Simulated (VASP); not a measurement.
**Ge: single point with PBE+D3(BJ)**

System: Ge, a slab with vacuum.

```
CELL_PARAMETERS angstrom
4.02269 0.00000 0.00000
-2.01134 3.48375 0.00000
0.00000 0.00000 18.86852
ATOMIC_POSITIONS crystal
Ge 0.33333 0.66667 0.27476
Ge 0.66667 0.33333 0.23849
Ge 0.22222 0.44444 0.53626
Ge 0.55556 0.11111 0.50000
```

This cell differs from its parent crystal: layers slid over each other.

```json
{"Program": "VASP 6.6.1", "Task": "single point", "Functional": "PBE", "Dispersion": "D3(BJ)", "Potentials or basis": "VASP PAW PBE potentials, release 64 (Ge_d)", "Cutoff": "520 eV", "k mesh": "9 × 9 × 1", "Occupations": "gaussian, width 0.1 eV", "Spin": "no spin polarisation"}
```

```yaml
Largest_force: 0.111 eV/Å
Band_gap_on_the_k_mesh: 0.29 eV
Dispersion_energy_per_atom: -0.190 eV
```

Forces on the atoms (eV/Å):
```
Ge   0.000  0.014  0.111
Ge   0.000  0.005  0.019
Ge   0.000 -0.005 -0.019
Ge   0.000 -0.014 -0.111
```

Levels at points of the mesh, in eV from the valence-band top:
```csv
k point,band 24,band 25,band 26,band 27,band 28,band 29,band 30,band 31,band 32,band 33
"(0.00, 0.00, 0.00)",-3.15,-0.31,-0.31,-0.29,-0.29,0.67,0.78,2.14,3.28,4.02
```

Wall time 3.7 min on 1 thread of Intel(R) Xeon(R) 6975P-C (Granite Rapids) (shared host), peak memory 0.44 GiB.

Caveat: the cell differs from its parent crystal (layers slid over each other).
